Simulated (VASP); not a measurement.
# NiGe3 (P6_3/mmc) in VASP: single point with PBE

Aim: the single point of NiGe3 with PBE.

All numbers are computed with VASP 6.6.1; they aren't measurements. Logs are shortened: lines on timing, memory, paths and dates and some standing lists are left out, and cuts for length are marked.

### 1 The cell of the first run

The structure is hexagonal, space group P6_3/mmc (No. 194). The conventional cell has a = 3.143 Å, b = 3.143 Å, c = 15.487 Å, α = 90.00°, β = 90.00°, γ = 120.00°. Ni (site symmetry -3m) has 6 Ge at 2.44 Å and 6 Ni at 3.14 Å within 3.2 Å. Within 3.2 Å of Ge (site symmetry 3m) lie 3 Ni at 2.44 Å and 9 Ge at 2.88 to 3.14 Å. Within 3.8 Å of Ge (site symmetry -6m2) lie 12 Ge at 2.88 to 3.14 Å.

### 2 Single point, PBE

File INCAR:

```
SYSTEM = NiGe3
ALGO     = Normal         ! electronic algorithm
EDIFF    = 1E-6           ! SCF threshold, eV
ENCUT    = 520            ! plane-wave cutoff, eV
GGA      = PE             ! functional
ISIF     = 2              ! what is computed and relaxed
ISMEAR   = 0              ! smearing method
LASPH    = .TRUE.         ! aspherical terms in the spheres
LCHARG   = .FALSE.        ! write CHGCAR
LREAL    = .FALSE.        ! projectors in reciprocal space
LWAVE    = .FALSE.        ! write WAVECAR
NBANDS   = 62             ! bands
NELM     = 80             ! most SCF steps
PREC     = Accurate       ! precision mode
SIGMA    = 0.2            ! smearing width, eV
```

File KPOINTS:

```
k-points
0
G
  6 6 2
  0 0 0
```

File POSCAR:

```
NiGe3
1.0
    3.1426910622      0.0000000000      0.0000000000
   -1.5713455311      2.7216502961      0.0000000000
    0.0000000000      0.0000000000     15.4869230231
Ni Ge
2 6
Direct
    0.0000000000      0.0000000000      0.0000000000
    0.0000000000      0.0000000000      0.5000000000
    0.3333333333      0.6666666667      0.1052392596
    0.6666666667      0.3333333333      0.6052392596
    0.3333333333      0.6666666667      0.3947607404
    0.6666666667      0.3333333333      0.8947607404
    0.3333333333      0.6666666667      0.7500000000
    0.6666666667      0.3333333333      0.2500000000
```

Potentials or basis: VASP PAW PBE potentials, release 64 (Ni, Ge_d).

Run with:

```console
$ cat potpaw_PBE.64/Ni/POTCAR potpaw_PBE.64/Ge_d/POTCAR > POTCAR
$ mpirun -np 1 vasp_std > vasp.out
```

OUTCAR:

```text
SYSTEM = NiGe3
   EDIFF = 1E-6
   ENCUT = 520
   GGA = PE
   ISIF = 2
   ISMEAR = 0
   LASPH = .TRUE.
   LREAL = .FALSE.
   NELM = 80
   PREC = Accurate

 ion  position               nearest neighbor table
   1  0.000  0.000  0.000-   3 2.44   6 2.44   3 2.44   6 2.44   6 2.44   3 2.44
   2  0.000  0.000  0.500-   4 2.44   5 2.44   5 2.44   4 2.44   4 2.44   5 2.44
   3  0.333  0.667  0.105-   1 2.44   1 2.44   1 2.44   8 2.88   8 2.88   8 2.88
   4  0.667  0.333  0.605-   2 2.44   2 2.44   2 2.44   7 2.88   7 2.88   7 2.88
   5  0.333  0.667  0.395-   2 2.44   2 2.44   2 2.44   8 2.88   8 2.88   8 2.88
   6  0.667  0.333  0.895-   1 2.44   1 2.44   1 2.44   7 2.88   7 2.88   7 2.88
   7  0.333  0.667  0.750-   4 2.88   6 2.88   4 2.88   6 2.88   4 2.88   6 2.88
   8  0.667  0.333  0.250-   3 2.88   5 2.88   3 2.88   5 2.88   3 2.88   5 2.88

  LATTYP: Found a hexagonal cell.
 ALAT       =     3.1426910622
 C/A-ratio  =     4.9279177357

  Lattice vectors:

 A1 = (   3.1426910622,   0.0000000000,   0.0000000000)
 A2 = (  -1.5713455311,   2.7216502961,   0.0000000000)
 A3 = (   0.0000000000,   0.0000000000,  15.4869230231)

Analysis of symmetry for initial positions (statically):
=====================================================================
 Subroutine PRICEL returns:
 Original cell was already a primitive cell.

 Routine SETGRP: Setting up the symmetry group for a
 hexagonal supercell.

 Subroutine GETGRP returns: Found 24 space group operations
 (whereof 12 operations were pure point group operations)
 out of a pool of 24 trial point group operations.

The static configuration has the point symmetry D_3d.
 The point group associated with its full space group is D_6h.

Analysis of symmetry for dynamics (positions and initial velocities):
=====================================================================
 Subroutine PRICEL returns:
 Original cell was already a primitive cell.

 Routine SETGRP: Setting up the symmetry group for a
 hexagonal supercell.

 Subroutine GETGRP returns: Found 24 space group operations
 (whereof 12 operations were pure point group operations)
 out of a pool of 24 trial point group operations.

The dynamic configuration has the point symmetry D_3d.
 The point group associated with its full space group is D_6h.

 Subroutine INISYM returns: Found 24 space group operations
 (whereof 12 operations are pure point group operations),
 and found     1 'primitive' translations

----------------------------------------------------------------------------------------

                                     Primitive cell

  volume of cell :     132.4644

  direct lattice vectors                    reciprocal lattice vectors
     3.142691062  0.000000000  0.000000000     0.318198633  0.183712066  0.000000000
    -1.571345531  2.721650296  0.000000000     0.000000000  0.367424133  0.000000000
     0.000000000  0.000000000 15.486923023     0.000000000  0.000000000  0.064570606

  length of vectors
     3.142691062  3.142691062 15.486923023     0.367424133  0.367424133  0.064570606

  position of ions in fractional coordinates (direct lattice)
     0.000000000  0.000000000  0.000000000
     0.000000000  0.000000000  0.500000000
     0.333333333  0.666666667  0.105239260
     0.666666667  0.333333333  0.605239260
     0.333333333  0.666666667  0.394760740
     0.666666667  0.333333333  0.894760740
     0.333333333  0.666666667  0.750000000
     0.666666667  0.333333333  0.250000000

  ion indices of the primitive-cell ions
   primitive index   ion index
                 1           1
                 2           2
                 3           3
                 4           4
                 5           5
                 6           6
                 7           7
                 8           8

----------------------------------------------------------------------------------------

 KPOINTS: k-points

Automatic generation of k-mesh.
 Grid dimensions read from file:
 generate k-points for:    6    6    2

 Generating k-lattice:

  Cartesian coordinates                     Fractional coordinates (reciprocal lattice)
     0.053033106  0.030618678  0.000000000     0.166666667 -0.000000000  0.000000000
     0.000000000  0.061237355  0.000000000     0.000000000  0.166666667  0.000000000
     0.000000000  0.000000000  0.032285303     0.000000000  0.000000000  0.500000000

  Length of vectors
     0.061237355  0.061237355  0.032285303

  Shift w.r.t. Gamma in fractional coordinates (k-lattice)
     0.000000000  0.000000000  0.000000000

 Subroutine IBZKPT returns following result:
 ===========================================

 Found     14 irreducible k-points:

 Following reciprocal coordinates:
            Coordinates               Weight
  0.000000  0.000000  0.000000      1.000000
  0.166667  0.000000  0.000000      6.000000
  0.333333  0.000000  0.000000      6.000000
  0.500000  0.000000  0.000000      3.000000
  0.166667  0.166667  0.000000      6.000000
  0.333333  0.166667  0.000000     12.000000
  0.333333  0.333333  0.000000      2.000000
  0.000000  0.000000  0.500000      1.000000
  0.166667  0.000000  0.500000      6.000000
  0.333333  0.000000  0.500000      6.000000
  0.500000  0.000000  0.500000      3.000000
  0.166667  0.166667  0.500000      6.000000
  0.333333  0.166667  0.500000     12.000000
  0.333333  0.333333  0.500000      2.000000
   k-points           NKPTS =     14   k-points in BZ     NKDIM =     14   number of bands    NBANDS=     62
   number of dos      NEDOS =    301   number of ions     NIONS =      8
   total plane-waves  NPLWV =  69120
   dimension x,y,z NGX =    24 NGY =   24 NGZ =  120
   dimension x,y,z NGXF=    48 NGYF=   48 NGZF=  240
   ions per type =               2   6
   NGX,Y,Z   is equivalent  to a cutoff of  12.70, 12.70, 12.88 a.u.
   NGXF,Y,Z  is equivalent  to a cutoff of  25.39, 25.39, 25.76 a.u.
 SYSTEM =  NiGe3
   PREC   = accura    normal or accurate (medium, high low for compatibility)
   ISTART =      0    job   : 0-new  1-cont  2-samecut
   ICHARG =      2    charge: 1-file 2-atom 10-const
   ISPIN  =      1    spin polarized calculation?
   LNONCOLLINEAR =      F non collinear calculations
   LSORBIT =      F    spin-orbit coupling
   LASPH  =      T    aspherical Exc in radial PAW
   ENCUT  =  520.0 eV  38.22 Ry    6.18 a.u.   5.84  5.84 28.80*2*pi/ulx,y,z
   NELM   =     80;   NELMIN=  2; NELMDL= -5     # of ELM steps
   EDIFF  = 0.1E-05   stopping-criterion for ELM
   LREAL  =      F    real-space projection
   EDIFFG = 0.1E-04   stopping-criterion for IOM
   NSW    =      0    number of steps for IOM
   IBRION =     -1    ionic relax: 0-MD 1-quasi-New 2-CG
   NFREE  =      0    steps in history (QN), initial steepest desc. (CG)
   ISIF   =      2    stress and relaxation
   ISYM   =      2    0-nonsym 1-usesym 2-fastsym
   POTIM  = 0.5000    time-step for ionic-motion
   TEBEG  =    0.0;   TEEND  =   0.0 temperature during run
   PSTRESS=    0.0 pullay stress
   NELECT =     104.0000    total number of electrons
   NUPDOWN=      -1.0000    fix difference up-down
   EMIN   =  10.00;   EMAX   =-10.00  energy-range for DOS
   EFERMI =   0.00;   METHOD = LEGACY
   ISMEAR =     0;   SIGMA  =   0.20  broadening in eV -4-tet -1-fermi 0-gaus
   EFERMI_NEDOS =   21; number of points for ismear=-14 and -15
   IALGO  =     38    algorithm
   IMIX   =      4    mixing-type and parameters
     AMIX     =   0.40;   BMIX     =  1.00
     AMIX_MAG =   1.60;   BMIX_MAG =  1.00
  volume/ion in A,a.u.               =      16.56       111.74
  Fermi-wavevector in a.u.,A,eV,Ry     =   1.510264  2.853985 31.033496  2.280898
  Thomas-Fermi vector in A             =   2.620477
   LORBIT       =      0    0 simple, 1 ext, 2 COOP (PROOUT), +10 PAW based schemes
   GGA     = PE    functional components
   LHFCALC =     F    Hartree Fock is set to
   AEXX    =    0.0000 exact exchange contribution
   IVDW    =     0    specifies the selected vdW correction
   LEPSILON=     F    determine dielectric tensor
   LRPA    =     F    only Hartree local field effects (RPA)
 non-spin polarized calculation
 Gauss-broadening in eV      SIGMA  =   0.20
  energy-cutoff  :      520.00
  volume of cell :      132.46
 maximum number of plane-waves:      3592
 NGX is ok and might be reduce to    24
   NGX = 11   NGY = 11   NGZ = 57

 number of electron     104.0000067 magnetization

 Free energy of the ion-electron system (eV)
  ---------------------------------------------------
  ext. energy  EPLUGINS =         0.00000000
  ---------------------------------------------------
  free energy    TOTEN  =       -37.26930239 eV

  energy without entropy =      -37.22256989  energy(sigma->0) =      -37.24593614

 E-fermi :   7.3873     XC(G=0): -11.6786

 val. band max:        7.3285738055   @ k =   0.3333   0.3333   0.0000
 cond. band min:       7.5328786192   @ k =   0.1667   0.1667   0.0000
 fundamental gap:      0.2043048137
 Fermi energy:         7.3872611835

 k-point     1 :       0.0000    0.0000    0.0000
  band No.  band energies     occupation
      1     -17.3914      2.00000
      2     -17.3914      2.00000
      3     -17.3911      2.00000
      4     -17.3911      2.00000
      5     -17.3742      2.00000
      6     -17.3742      2.00000
[... 54 lines left out ...]
     61      14.2188      0.00000
     62      14.7319      0.00000

 k-point     2 :       0.1667    0.0000    0.0000
  band No.  band energies     occupation
      1     -17.3964      2.00000
      2     -17.3961      2.00000
      3     -17.3775      2.00000
      4     -17.3773      2.00000
      5     -17.3772      2.00000
      6     -17.3771      2.00000
[... 54 lines left out ...]
     61      13.1349      0.00000
     62      13.8535      0.00000

 k-point     3 :       0.3333    0.0000    0.0000
  band No.  band energies     occupation
      1     -17.4081      2.00000
      2     -17.4079      2.00000
      3     -17.3853      2.00000
      4     -17.3839      2.00000
      5     -17.3722      2.00000
      6     -17.3715      2.00000
[... 704 lines left out ...]
     61      11.0795      0.00000
     62      11.0795      0.00000

 k-point    14 :       0.3333    0.3333    0.5000
  band No.  band energies     occupation
      1     -17.3950      2.00000
      2     -17.3950      2.00000
      3     -17.3714      2.00000
      4     -17.3714      2.00000
      5     -17.3706      2.00000
      6     -17.3706      2.00000
[... 54 lines left out ...]
     61      10.1046      0.00000
     62      10.1046      0.00000

------------------------ aborting loop because EDIFF is reached ----------------------------------------

  FORCE on cell =-STRESS in cart. coord.  units (eV):
  Direction    XX          YY          ZZ          XY          YZ          ZX
  --------------------------------------------------------------------------------------
  -------------------------------------------------------------------------------------
  Total        0.0359906      0.0359906      0.3741965      0.0000000      0.0000000      0.0000000
  in kB        0.4353115      0.4353115      4.5259643      0.0000000      0.0000000      0.0000000
  external PRESSURE =       1.7988625 kB  Pullay stress =       0.0000000 kB

 VOLUME and BASIS-vectors are now :
 -----------------------------------------------------------------------------
  energy-cutoff  :      520.00
  volume of cell :      132.46
      direct lattice vectors                 reciprocal lattice vectors
     3.142691062  0.000000000  0.000000000     0.318198633  0.183712066  0.000000000
    -1.571345531  2.721650296  0.000000000     0.000000000  0.367424133  0.000000000
     0.000000000  0.000000000 15.486923023     0.000000000  0.000000000  0.064570606

 POSITION                                       TOTAL-FORCE (eV/Angst)
 -----------------------------------------------------------------------------------
      0.00000      0.00000      0.00000         0.000000     -0.000000     -0.000000
      0.00000      0.00000      7.74346         0.000000     -0.000000     -0.000000
     -0.00000      1.81443      1.62983        -0.000000      0.000000     -0.021328
      1.57135      0.90722      9.37329         0.000000      0.000000     -0.021328
     -0.00000      1.81443      6.11363        -0.000000     -0.000000      0.021328
      1.57135      0.90722     13.85709         0.000000     -0.000000      0.021328
     -0.00000      1.81443     11.61519        -0.000000     -0.000000      0.000000
      1.57135      0.90722      3.87173         0.000000      0.000000     -0.000000
 -----------------------------------------------------------------------------------
    total drift:                               -0.000000      0.000000      0.000000

  FREE ENERGIE OF THE ION-ELECTRON SYSTEM (eV)
  ---------------------------------------------------
  free  energy   TOTEN  =       -37.2693023920 eV

  energy  without entropy=      -37.2225698911  energy(sigma->0) =      -37.24593614
```

Run time: 74 s. Hardware: 1 thread of AMD EPYC 9R45 (Zen 5), shared host; peak memory 0.25 GiB.

Results:

| Quantity | Value |
| --- | --- |
| Free energy | -37.2693 eV |
| Pressure | 0.2 GPa |
| Largest force | 0.021 eV/Å |
| Band gap on the k mesh | zero (band 52 reaches 12.68 eV, above the bottom of band 53 at 6.55 eV) |

Forces in eV/Å, atoms in the order of the input:
```
Ni   0.000  0.000  0.000
Ni   0.000  0.000  0.000
Ge   0.000  0.000 -0.021
Ge   0.000  0.000 -0.021
Ge   0.000  0.000  0.021
Ge   0.000  0.000  0.021
Ge   0.000  0.000  0.000
Ge   0.000  0.000  0.000
```

Stress tensor (GPa, compression positive):
```
0.04 0.00 0.00
0.00 0.04 0.00
0.00 0.00 0.45
```

Levels at points of the mesh, in eV from the Fermi level:
```
           k point  band 49  band 50  band 51  band 52  band 53  band 54
(0.00, 0.00, 0.00)    -0.47     2.17     4.61     5.21     5.21     5.41
(0.50, 0.00, 0.00)    -1.23    -1.23    -1.15    -0.75    -0.29     1.19
(0.00, 0.00, 0.50)     0.65     0.65     5.30     5.30     5.30     5.30
(0.50, 0.00, 0.50)    -1.23    -1.23    -0.85    -0.85     0.63     0.63
```

Caveat: the k points lie up to 0.38 Å⁻¹ apart. Spin polarisation is off, so any magnetic state and its effect on volume and gap are missing.
